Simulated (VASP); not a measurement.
A run of VASP 6.6.1:

File INCAR:

```
SYSTEM = SnTe
PREC = Accurate
ENCUT = 520
EDIFF = 1E-6
ISMEAR = 0
SIGMA = 0.03
LREAL = .FALSE.
LASPH = .TRUE.
NELM = 100
ALGO = Normal
ISIF = 2
LWAVE = .FALSE.
LCHARG = .FALSE.
GGA = PS
NBANDS = 17
```

Contents of KPOINTS:

```
Automatic mesh
0
G
  10 10 10
  0 0 0
```

POSCAR

```
SnTe
1.0
   -0.3332213491      2.9989921423      2.9989921423
    2.9989921423     -0.3332213491      2.9989921423
    2.9989921423      2.9989921423     -0.3332213491
Sn Te
1 1
Direct
    0.0000000000      0.0000000000      0.0000000000
    0.5000000000      0.5000000000      0.5000000000
```

Potentials or basis: VASP PAW PBE potentials, release 64 (Sn_d, Te).

The run is started by

```console
$ cat potpaw_PBE.64/Sn_d/POTCAR potpaw_PBE.64/Te/POTCAR > POTCAR
$ mpirun -np 1 vasp_std > vasp.out
```

Hardware: 1 thread of Intel(R) Xeon(R) Platinum 8488C (Sapphire Rapids), with other jobs on the host.

Task: Estimate the wall time of this run.

Result: It took 62 s on 1 thread of Intel(R) Xeon(R) Platinum 8488C (Sapphire Rapids), with other jobs on the host, peak memory 0.27 GiB. Counts: scf iterations 12, k points 116.
